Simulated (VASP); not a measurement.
# ZnS (P6_3mc) in VASP: notebook

The runs below take ZnS through single point, with PBEsol.

Program: VASP 6.6.1. These are calculated values, not measurements. Logs are shortened: lines on timing, memory, paths and dates and some standing lists are left out, and cuts for length are marked.

### 1 The cell of the first run

Symmetry: P6_3mc, No. 186, hexagonal system. Conventional cell: a = 3.706 Å, b = 3.706 Å, c = 6.286 Å, α = 90.00°, β = 90.00°, γ = 120.00°. Zn (site symmetry 3m) has 4 S at 2.30 to 2.31 Å within 3.0 Å. S (site symmetry 3m) has 4 Zn at 2.30 to 2.31 Å within 3.0 Å.

### 2 Single point, PBEsol (in-plane strain -0.02, then relaxed in part)

Input file INCAR:

```
SYSTEM = ZnS
  PREC = Accurate
  ENCUT = 520
  EDIFF = 1E-6
  ISMEAR = 0
  SIGMA = 0.01
  LREAL = .FALSE.
  LASPH = .TRUE.
  NELM = 80
  ALGO = Normal
  ISIF = 2
  LWAVE = .FALSE.
  LCHARG = .FALSE.
  GGA = PS
  NBANDS = 26
```

Input file KPOINTS:

```
Automatic mesh
0
G
  6 6 4
  0 0 0
```

Input file POSCAR:

```
ZnS
1.0
    3.7059465419      0.0000000000      0.0000000000
   -1.8529732709      3.2094438504      0.0000000000
    0.0000000000      0.0000000000      6.2857902180
Zn S
2 2
Direct
    0.3333333333      0.6666666667      0.0086703352
    0.6666666667      0.3333333333      0.5086703352
    0.3333333333      0.6666666667      0.3763296648
    0.6666666667      0.3333333333      0.8763296648
```

Potentials or basis: VASP PAW PBE potentials, release 64 (Zn, S).

Launch:

```sh
$ cat potpaw_PBE.64/Zn/POTCAR potpaw_PBE.64/S/POTCAR > POTCAR
$ mpirun -np 1 vasp_std > vasp.out
```

OUTCAR:

```text
SYSTEM = ZnS
   PREC = Accurate
   ENCUT = 520
   EDIFF = 1E-6
   ISMEAR = 0
   LREAL = .FALSE.
   LASPH = .TRUE.
   NELM = 80
   ISIF = 2
   GGA = PS

 ion  position               nearest neighbor table
   1  0.333  0.667  0.009-   4 2.30   4 2.30   4 2.30   3 2.31
   2  0.667  0.333  0.509-   3 2.30   3 2.30   3 2.30   4 2.31
   3  0.333  0.667  0.376-   2 2.30   2 2.30   2 2.30   1 2.31
   4  0.667  0.333  0.876-   1 2.30   1 2.30   1 2.30   2 2.31

  LATTYP: Found a hexagonal cell.
 ALAT       =     3.7059465419
 C/A-ratio  =     1.6961362359

  Lattice vectors:

 A1 = (   3.7059465419,   0.0000000000,   0.0000000000)
 A2 = (  -1.8529732709,   3.2094438504,   0.0000000000)
 A3 = (   0.0000000000,   0.0000000000,   6.2857902180)

Analysis of symmetry for initial positions (statically):
=====================================================================
 Subroutine PRICEL returns:
 Original cell was already a primitive cell.

 Routine SETGRP: Setting up the symmetry group for a
 hexagonal supercell.

 Subroutine GETGRP returns: Found 12 space group operations
 (whereof  6 operations were pure point group operations)
 out of a pool of 24 trial point group operations.

The static configuration has the point symmetry C_3v.
 The point group associated with its full space group is C_6v.

Analysis of symmetry for dynamics (positions and initial velocities):
=====================================================================
 Subroutine PRICEL returns:
 Original cell was already a primitive cell.

 Routine SETGRP: Setting up the symmetry group for a
 hexagonal supercell.

 Subroutine GETGRP returns: Found 12 space group operations
 (whereof  6 operations were pure point group operations)
 out of a pool of 24 trial point group operations.

The dynamic configuration has the point symmetry C_3v.
 The point group associated with its full space group is C_6v.

 Subroutine INISYM returns: Found 12 space group operations
 (whereof  6 operations are pure point group operations),
 and found     1 'primitive' translations

----------------------------------------------------------------------------------------

                                     Primitive cell

  volume of cell :      74.7634

  direct lattice vectors                    reciprocal lattice vectors
     3.705946542  0.000000000  0.000000000     0.269836596  0.155790231  0.000000000
    -1.852973271  3.209443850  0.000000000     0.000000000  0.311580463  0.000000000
     0.000000000  0.000000000  6.285790218     0.000000000  0.000000000  0.159088987

  length of vectors
     3.705946542  3.705946542  6.285790218     0.311580463  0.311580463  0.159088987

  position of ions in fractional coordinates (direct lattice)
     0.333333333  0.666666667  0.008670335
     0.666666667  0.333333333  0.508670335
     0.333333333  0.666666667  0.376329665
     0.666666667  0.333333333  0.876329665

  ion indices of the primitive-cell ions
   primitive index   ion index
                 1           1
                 2           2
                 3           3
                 4           4

----------------------------------------------------------------------------------------

 KPOINTS: Automatic mesh

Automatic generation of k-mesh.
 Grid dimensions read from file:
 generate k-points for:    6    6    4

 Generating k-lattice:

  Cartesian coordinates                     Fractional coordinates (reciprocal lattice)
     0.044972766  0.025965039  0.000000000     0.166666667  0.000000000  0.000000000
     0.000000000  0.051930077  0.000000000     0.000000000  0.166666667  0.000000000
     0.000000000  0.000000000  0.039772247     0.000000000  0.000000000  0.250000000

  Length of vectors
     0.051930077  0.051930077  0.039772247

  Shift w.r.t. Gamma in fractional coordinates (k-lattice)
     0.000000000  0.000000000  0.000000000

 Subroutine IBZKPT returns following result:
 ===========================================

 Found     21 irreducible k-points:

 Following reciprocal coordinates:
            Coordinates               Weight
  0.000000  0.000000  0.000000      1.000000
  0.166667  0.000000  0.000000      6.000000
  0.333333  0.000000  0.000000      6.000000
  0.500000 -0.000000  0.000000      3.000000
  0.166667  0.166667  0.000000      6.000000
  0.333333  0.166667  0.000000     12.000000
[... 13 lines left out ...]
  0.333333  0.166667  0.500000     12.000000
  0.333333  0.333333  0.500000      2.000000
   k-points           NKPTS =     21   k-points in BZ     NKDIM =     21   number of bands    NBANDS=     26
   number of dos      NEDOS =    301   number of ions     NIONS =      4
   total plane-waves  NPLWV =  37632
   dimension x,y,z NGX =    28 NGY =   28 NGZ =   48
   dimension x,y,z NGXF=    56 NGYF=   56 NGZF=   96
   ions per type =               2   2
   NGX,Y,Z   is equivalent  to a cutoff of  12.56, 12.56, 12.69 a.u.
   NGXF,Y,Z  is equivalent  to a cutoff of  25.12, 25.12, 25.39 a.u.
 SYSTEM =  ZnS
   PREC   = accura    normal or accurate (medium, high low for compatibility)
   ISTART =      0    job   : 0-new  1-cont  2-samecut
   ICHARG =      2    charge: 1-file 2-atom 10-const
   ISPIN  =      1    spin polarized calculation?
   LNONCOLLINEAR =      F non collinear calculations
   LSORBIT =      F    spin-orbit coupling
   LASPH  =      T    aspherical Exc in radial PAW
   ENCUT  =  520.0 eV  38.22 Ry    6.18 a.u.   6.89  6.89 11.69*2*pi/ulx,y,z
   NELM   =     80;   NELMIN=  2; NELMDL= -5     # of ELM steps
   EDIFF  = 0.1E-05   stopping-criterion for ELM
   LREAL  =      F    real-space projection
[... 7 lines left out ...]
   TEBEG  =    0.0;   TEEND  =   0.0 temperature during run
   PSTRESS=    0.0 pullay stress
   NELECT =      36.0000    total number of electrons
   NUPDOWN=      -1.0000    fix difference up-down
   EMIN   =  10.00;   EMAX   =-10.00  energy-range for DOS
   EFERMI =   0.00;   METHOD = LEGACY
   ISMEAR =     0;   SIGMA  =   0.01  broadening in eV -4-tet -1-fermi 0-gaus
   EFERMI_NEDOS =   21; number of points for ismear=-14 and -15
   IALGO  =     38    algorithm
   IMIX   =      4    mixing-type and parameters
     AMIX     =   0.40;   BMIX     =  1.00
     AMIX_MAG =   1.60;   BMIX_MAG =  1.00
  volume/ion in A,a.u.               =      18.69       126.13
  Fermi-wavevector in a.u.,A,eV,Ry     =   1.283156  2.424813 22.401840  1.646489
  Thomas-Fermi vector in A             =   2.415425
   LORBIT       =      0    0 simple, 1 ext, 2 COOP (PROOUT), +10 PAW based schemes
   GGA     = PS    functional components
   LHFCALC =     F    Hartree Fock is set to
   AEXX    =    0.0000 exact exchange contribution
   IVDW    =     0    specifies the selected vdW correction
   LEPSILON=     F    determine dielectric tensor
   LRPA    =     F    only Hartree local field effects (RPA)
 non-spin polarized calculation
 Gauss-broadening in eV      SIGMA  =   0.01
  energy-cutoff  :      520.00
  volume of cell :       74.76
 maximum number of plane-waves:      2036
 NGX is ok and might be reduce to    28
   NGX = 13   NGY = 13   NGZ = 23

 number of electron      36.0000005 magnetization

 Free energy of the ion-electron system (eV)
  ---------------------------------------------------
  ext. energy  EPLUGINS =         0.00000000
  ---------------------------------------------------
  free energy    TOTEN  =       -15.12838758 eV

  energy without entropy =      -15.12838758  energy(sigma->0) =      -15.12838758

 E-fermi :   2.7066     XC(G=0): -10.1028

 val. band max:        2.6202611356   @ k =   0.0000   0.0000   0.0000
 cond. band min:       4.7739798679   @ k =   0.0000   0.0000   0.0000
 fundamental gap:      2.1537187323
 Fermi energy:         2.7065933229

 k-point     1 :       0.0000    0.0000    0.0000
  band No.  band energies     occupation
      1     -11.0170      2.00000
      2     -10.0293      2.00000
      3      -4.0864      2.00000
      4      -4.0343      2.00000
      5      -4.0343      2.00000
      6      -3.9414      2.00000
[... 18 lines left out ...]
     25      10.3025      0.00000
     26      11.6645      0.00000

 k-point     2 :       0.1667    0.0000    0.0000
  band No.  band energies     occupation
      1     -10.8081      2.00000
      2      -9.9054      2.00000
      3      -4.0603      2.00000
      4      -4.0439      2.00000
      5      -3.9991      2.00000
      6      -3.9219      2.00000
[... 18 lines left out ...]
     25      10.7391      0.00000
     26      11.1652      0.00000

 k-point     3 :       0.3333    0.0000    0.0000
  band No.  band energies     occupation
      1     -10.3030      2.00000
      2      -9.6725      2.00000
      3      -4.0778      2.00000
      4      -3.9872      2.00000
      5      -3.9484      2.00000
      6      -3.7881      2.00000
[... 18 lines left out ...]
     25      11.1768      0.00000
     26      12.5726      0.00000

 k-point     4 :       0.5000   -0.0000    0.0000
  band No.  band energies     occupation
      1      -9.9519      2.00000
      2      -9.6090      2.00000
      3      -4.0548      2.00000
      4      -3.9347      2.00000
      5      -3.8634      2.00000
      6      -3.8201      2.00000
[... 18 lines left out ...]
     25      11.4420      0.00000
     26      14.1678      0.00000
[... 409 lines left out ...]
      1     -10.1043      2.00000
      2     -10.1043      2.00000
      3      -4.0699      2.00000
      4      -4.0699      2.00000
      5      -3.9058      2.00000
      6      -3.9058      2.00000
[... 18 lines left out ...]
     25      10.8962      0.00000
     26      10.8962      0.00000

 k-point    20 :       0.3333    0.1667    0.5000
  band No.  band energies     occupation
      1      -9.7788      2.00000
      2      -9.7788      2.00000
      3      -4.0233      2.00000
      4      -4.0233      2.00000
      5      -3.8466      2.00000
      6      -3.8466      2.00000
[... 18 lines left out ...]
     25      11.8397      0.00000
     26      11.8397      0.00000

 k-point    21 :       0.3333    0.3333    0.5000
  band No.  band energies     occupation
      1      -9.6665      2.00000
      2      -9.6665      2.00000
      3      -3.9240      2.00000
      4      -3.9240      2.00000
      5      -3.8991      2.00000
      6      -3.8991      2.00000
[... 18 lines left out ...]
     25      12.2844      0.00000
     26      12.2844      0.00000

------------------------ aborting loop because EDIFF is reached ----------------------------------------

  FORCE on cell =-STRESS in cart. coord.  units (eV):
  Direction    XX          YY          ZZ          XY          YZ          ZX
  --------------------------------------------------------------------------------------
  -------------------------------------------------------------------------------------
  Total        1.6959798      1.6959798      0.1295950      0.0000000      0.0000000      0.0000000
  in kB       36.3448124     36.3448124      2.7772179      0.0000000      0.0000000      0.0000000
  external PRESSURE =      25.1556142 kB  Pullay stress =       0.0000000 kB

 VOLUME and BASIS-vectors are now :
 -----------------------------------------------------------------------------
  energy-cutoff  :      520.00
  volume of cell :       74.76
      direct lattice vectors                 reciprocal lattice vectors
     3.705946542  0.000000000  0.000000000     0.269836596  0.155790231  0.000000000
    -1.852973271  3.209443850  0.000000000     0.000000000  0.311580463  0.000000000
     0.000000000  0.000000000  6.285790218     0.000000000  0.000000000  0.159088987

 POSITION                                       TOTAL-FORCE (eV/Angst)
 -----------------------------------------------------------------------------------
     -0.00000      2.13963      0.05450         0.000000     -0.000000      0.001526
      1.85297      1.06981      3.19740         0.000000      0.000000      0.001526
     -0.00000      2.13963      2.36553        -0.000000      0.000000     -0.001526
      1.85297      1.06981      5.50842        -0.000000      0.000000     -0.001526
 -----------------------------------------------------------------------------------
    total drift:                               -0.000001     -0.000001     -0.000397

  FREE ENERGIE OF THE ION-ELECTRON SYSTEM (eV)
  ---------------------------------------------------
  free  energy   TOTEN  =       -15.1283875824 eV

  energy  without entropy=      -15.1283875824  energy(sigma->0) =      -15.12838758
```

Run time: 27 s. Hardware: 1 thread of Intel Xeon Platinum 8259CL at 2.50GHz (Skylake/Cascade Lake), shared host; peak memory 0.19 GiB.

Results:

```yaml
Free_energy: -15.1284 eV
Pressure: 2.5 GPa
Band_gap_on_the_k_mesh: 2.15 eV, direct
```

Caveat: the cell differs from its parent crystal (in-plane strain -0.02, then relaxed in part); the PAW data sets were made with another functional, which shifts forces and pressure a little.

### 3 Single point, PBEsol (in-plane strain -0.02)

Input file INCAR:

```
SYSTEM = ZnS
PREC = Accurate
ENCUT = 520
EDIFF = 1E-6
ISMEAR = 0
SIGMA = 0.01
LREAL = .False.
LASPH = .True.
NELM = 100
ALGO = Normal
ISIF = 2
LWAVE = .False.
LCHARG = .False.
GGA = PS
NBANDS = 26
```

Input file KPOINTS:

```
regular mesh
0
Gamma
  6 6 4
  0 0 0
```

Input file POSCAR:

```
ZnS
1.0
    3.7059465419      0.0000000000      0.0000000000
   -1.8529732710      3.2094438504      0.0000000000
    0.0000000000      0.0000000000      6.2834685448
Zn S
2 2
Direct
    0.3333333333      0.6666666667      0.0054423634
    0.6666666667      0.3333333333      0.5054423634
    0.3333333333      0.6666666667      0.3795576366
    0.6666666667      0.3333333333      0.8795576366
```

Potentials or basis: VASP PAW PBE potentials, release 64 (Zn, S).

Launch:

```sh
$ cat potpaw_PBE.64/Zn/POTCAR potpaw_PBE.64/S/POTCAR > POTCAR
$ mpirun -np 1 vasp_std > vasp.out
```

It took 27 s on 1 thread of Intel Xeon Platinum 8259CL at 2.50GHz (Skylake/Cascade Lake), shared host; peak memory 0.19 GiB.

It converged, with:

```
Free energy            : -15.1180 eV
Pressure               : 2.8 GPa
Largest force          : 0.248 eV/Å
Band gap on the k mesh : 2.19 eV, direct
```

Forces in eV/Å, atoms in the order of the input:
```
Zn   0.000  0.000  0.248
Zn   0.000  0.000  0.248
S    0.000  0.000 -0.248
S    0.000  0.000 -0.248
```

Stress tensor (GPa, compression positive):
```
 4.49  0.00  0.00
 0.00  4.49  0.00
 0.00  0.00 -0.71
```

Levels at points of the mesh, in eV from the valence-band top:
```tsv
k point	band 15	band 16	band 17	band 18	band 19	band 20	band 21	band 22
(0.00, 0.00, 0.00)	-0.88	-0.23	0.00	0.00	2.19	3.28	6.09	6.29
(0.50, 0.00, 0.00)	-3.58	-2.38	-1.92	-1.04	3.58	4.15	4.77	6.85
(0.00, 0.00, 0.50)	-0.46	-0.46	-0.46	-0.46	3.68	3.68	6.60	6.60
(0.50, 0.00, 0.50)	-1.92	-1.92	-1.76	-1.76	3.30	3.30	4.98	4.98
```

Caveat: the cell differs from its parent crystal (in-plane strain -0.02); the PAW data sets were made with another functional, which shifts forces and pressure a little.

### 4 Single point, PBEsol (film at in-plane strain -0.02)

Input file INCAR:

```
ALGO = Normal
EDIFF = 1E-7
ENCUT = 520
GGA = PS
ISIF = 2
ISMEAR = 0
LASPH = T
LCHARG = F
LREAL = F
LWAVE = F
NBANDS = 26
NELM = 80
PREC = Accurate
SIGMA = 0.01
```

Input file KPOINTS:

```
k-points
0
Gamma
  6 6 4
```

Input file POSCAR:

```
ZnS
1.0
    3.7059465419      0.0000000000      0.0000000000
   -1.8529732710      3.2094438504      0.0000000000
    0.0000000000      0.0000000000      6.2857902180
Zn S
2 2
Direct
    0.3333333333      0.6666666667      0.0086703352
    0.6666666667      0.3333333333      0.5086703352
    0.3333333333      0.6666666667      0.3763296648
    0.6666666667      0.3333333333      0.8763296648
```

Launch:

```sh
$ cat potpaw_PBE.64/Zn/POTCAR potpaw_PBE.64/S/POTCAR > POTCAR
$ mpirun -np 1 vasp_std > vasp.out
```

Run time: 31 s. Hardware: 1 thread of Intel Xeon Platinum 8259CL at 2.50GHz (Skylake/Cascade Lake), shared host; peak memory 0.19 GiB.

It converged, with:

- Free energy: -15.1284 eV
- Pressure: 2.5 GPa
- Band gap on the k mesh: 2.15 eV, direct

Stress tensor (GPa, compression positive):
```
3.60 0.00 0.00
0.00 3.60 0.00
0.00 0.00 0.23
```

Levels at points of the mesh, in eV from the valence-band top:
```
           k point  band 16  band 17  band 18  band 19  band 20  band 21
(0.00, 0.00, 0.00)    -0.29     0.00     0.00     2.15     3.33     6.09
(0.50, 0.00, 0.00)    -2.39    -2.01    -0.98     3.59     4.14     4.72
(0.00, 0.00, 0.50)    -0.48    -0.48    -0.48     3.70     3.70     6.60
(0.50, 0.00, 0.50)    -1.99    -1.74    -1.74     3.25     3.25     5.02
```

Caveat: the cell differs from its parent crystal (film at in-plane strain -0.02); the PAW data sets were made with another functional, which shifts forces and pressure a little.

[end of part 1 of 2]
